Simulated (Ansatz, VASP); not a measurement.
**One calculation of BaTiO3, two programs**

```xyz
5
Lattice="4.0131 0.0000 0.0000 0.0000 4.0131 0.0000 0.0000 0.0000 4.0313" Properties=species:S:1:pos:R:3 pbc="T T T"
Ba    0.0000    0.0000    0.0000
Ti    2.0065    2.0065    2.0157
O     2.0065    2.0065    0.0000
O     2.0065    0.0000    2.0157
O     0.0000    2.0065    2.0157
```

Change from the starting cell: volume scaled by 1.01, crystal datasets.

Alike in both runs: task electric field gradients; functional PBEsol; k mesh 7 × 7 × 7; occupations fermi-dirac, width 0.03 eV; no spin polarisation.

```csv
,VASP,Ansatz
version,VASP 6.6.1,Ansatz 0.2.0
potentials or method,"VASP PAW PBE potentials, release 64 (Ba_sv, Ti_sv, O), cutoff 520 eV","all-electron PAW with datasets made for the crystal, scalar-relativistic"
```

```tsv
	VASP	Ansatz	Ansatz less VASP
gap on the k mesh at the Fermi level (eV)	1.73	1.79	+0.061
pressure (GPa)	-4.4	-6.1	-1.72
traceless stress, the component that is largest in VASP (GPa)	-0.54	-0.52	+0.019
size of Vzz on the site where it differs most (V/Å²)	0.7	0.6	-0.10
```

VASP's potentials were made for PBE, not for PBEsol. Ansatz ran all-electron here, and VASP with PAW potentials.

Spin-orbit coupling is off throughout.
